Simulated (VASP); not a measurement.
Input of a VASP 6.6.1 run:

Contents of POSCAR:

```
AlN
1.0
    3.0245292083      0.0000000000      0.0000000000
   -1.5122646042      2.6193191288      0.0000000000
    0.0000000000      0.0000000000      4.8326229997
Al N
2 2
Direct
    0.3333333333      0.6666666667     -0.0011627533
    0.6666666667      0.3333333333      0.4988372467
    0.3333333333      0.6666666667      0.3811627533
    0.6666666667      0.3333333333      0.8811627533
```

The input INCAR.step1:

```
  PREC = Accurate
  ENCUT = 600
  ISMEAR = 0
  SIGMA = 0.05
  LREAL = False
  LASPH = True
  NELM = 60
  GGA = PE
  ALGO = Normal
  EDIFF = 1E-4
  LWAVE = True
  LCHARG = False
```

INCAR.step2

```
  PREC = Accurate
  ENCUT = 600
  EDIFF = 1E-6
  ISMEAR = 0
  SIGMA = 0.05
  LREAL = False
  LASPH = True
  NELM = 60
  ALGO = Normal
  ISIF = 4
  LWAVE = False
  LCHARG = False
  METAGGA = R2SCAN
  LMIXTAU = True
  IBRION = 2
  NSW = 60
  EDIFFG = -0.01
  ISTART = 1
```

The input KPOINTS:

```
Automatic mesh
0
Gamma
  8 8 4
```

Potentials or basis: VASP PAW PBE potentials, release 64 (Al, N).

Run with:

```sh
$ cat potpaw_PBE.64/Al/POTCAR potpaw_PBE.64/N/POTCAR > POTCAR
$ cp INCAR.step1 INCAR
$ mpirun -np 1 vasp_std > vasp.out
$ cp INCAR.step2 INCAR
$ mpirun -np 1 vasp_std > vasp.out
```

Predict the band gap on the k mesh.

5.67 eV.

Forces on the atoms (eV/Å):
```
Al   0.000  0.000 -0.002
Al   0.000  0.000 -0.002
N    0.000  0.000  0.002
N    0.000  0.000  0.002
```

Caveat: the PAW data sets were made with another functional, which shifts forces and pressure a little. A k mesh can miss the band edges.
